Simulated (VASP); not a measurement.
Set up this calculation in VASP 6.6.1, as the native input.

```
Task                   : relaxation of cell and atoms
Functional             : PBE
Dispersion             : D4
Potentials or basis    : VASP PAW PBE potentials, release 64 (Sn_d, Se)
Cutoff                 : 600 eV
k mesh                 : 6 × 6 × 6
Occupations            : fermi-dirac, width 0.02 eV
Spin                   : no spin polarisation
Dipole correction      : no
Further INCAR settings : ALGO = Normal; EDIFF = 1e-06; IBRION = 2; EDIFFG = -0.005; NSW = 80; ISIF = 3
```

The structure of SnSe lies in POSCAR:

```
SnSe
1.0
    0.0000000000      2.9806011577      2.9806011577
    2.9806011577      0.0000000000      2.9806011577
    2.9806011577      2.9806011577      0.0000000000
Sn Se
1 1
Direct
    0.0000000000      0.0000000000      0.0000000000
    0.5000000000      0.5000000000      0.5000000000
```

These files were run (other wordings do the same):

INCAR

```
  PREC = Accurate
  ENCUT = 600
  EDIFF = 1E-6
  ISMEAR = -1
  SIGMA = 0.02
  LREAL = False
  LASPH = True
  NELM = 80
  ALGO = Normal
  ISIF = 3
  LWAVE = False
  LCHARG = False
  GGA = PE
  IVDW = 13
  IBRION = 2
  NSW = 80
  EDIFFG = -0.005
```

KPOINTS

```
Automatic mesh
0
Gamma
  6 6 6
```

Potentials or basis: VASP PAW PBE potentials, release 64 (Sn_d, Se).

Launch:

```console
$ cat potpaw_PBE.64/Sn_d/POTCAR potpaw_PBE.64/Se/POTCAR > POTCAR
$ mpirun -np 1 vasp_std > vasp.out
```

Results of the run:

| Item | Value |
| --- | --- |
| Relaxed volume | 26.44 Å³/atom |
| Relaxed cell | a = 4.213 Å, b = 4.213 Å, c = 4.213 Å, α = 60.00°, β = 60.00°, γ = 60.00° |
| Space group after relaxing (to 0.05 Å) | Fm-3m (No. 225) |
| Energy gained by relaxing | 0.0 meV/atom |
| Ionic steps | 3 |
| Pressure after relaxing | 0.0 GPa |
| Band gap on the k mesh | 0.72 eV, direct |
| Dispersion energy per atom | -0.400 eV |

Caveat: spin-orbit coupling is left out, which moves the levels of the heavy elements.

It took 39 s on 1 thread of Intel(R) Xeon(R) Platinum 8259CL CPU @ 2.50GHz (Skylake/Cascade Lake) (shared host), peak memory 0.22 GiB.
